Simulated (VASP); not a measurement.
**PbS: single point with r2SCAN**

Crystal: PbS.

```xyz
2
Lattice="0.0000 2.9275 2.9275 2.9275 0.0000 2.9275 2.9275 2.9275 0.0000" Properties=species:S:1:pos:R:3 pbc="T T T"
Pb    0.0000    0.0000    0.0000
S     2.9275    2.9275    2.9275
```

This cell differs from its parent crystal: strain -2.0%.

```yaml
Program: VASP 6.6.1
Task: single point
Functional: r2SCAN
Potentials_or_basis: VASP PAW PBE potentials, release 64 (Pb_d, S)
Cutoff: 520 eV
k_mesh: 8 × 8 × 8
Occupations: gaussian, width 0.01 eV
Spin: no spin polarisation
Dipole_correction: no
Further_INCAR_settings: ALGO = Normal; EDIFF = 1e-06; NBANDS = 17
```

```
Pressure               : 4.0 GPa
Band gap on the k mesh : 0.46 eV, direct
```

Levels at points of the mesh, in eV from the valence-band top:
| k point | band 8 | band 9 | band 10 | band 11 | band 12 | band 13 |
| --- | --- | --- | --- | --- | --- | --- |
| (0.00, 0.00, 0.00) | -2.61 | -2.61 | -2.61 | 5.61 | 5.61 | 5.61 |
| (0.50, 0.00, 0.00) | -2.17 | -2.17 | 0.00 | 0.46 | 2.02 | 2.02 |
| (0.50, 0.50, 0.00) | -5.81 | -3.96 | -3.96 | 3.91 | 6.09 | 6.18 |

Run time: 84 s on 1 thread of Intel Xeon 8259CL, on a shared host, peak memory 0.2 GiB.

Caveat: the cell differs from its parent crystal (strain -2.0%); the PAW data sets were made with another functional, which shifts forces and pressure a little; spin-orbit coupling is left out, which moves the levels of the heavy elements. A k mesh can miss the band edges.
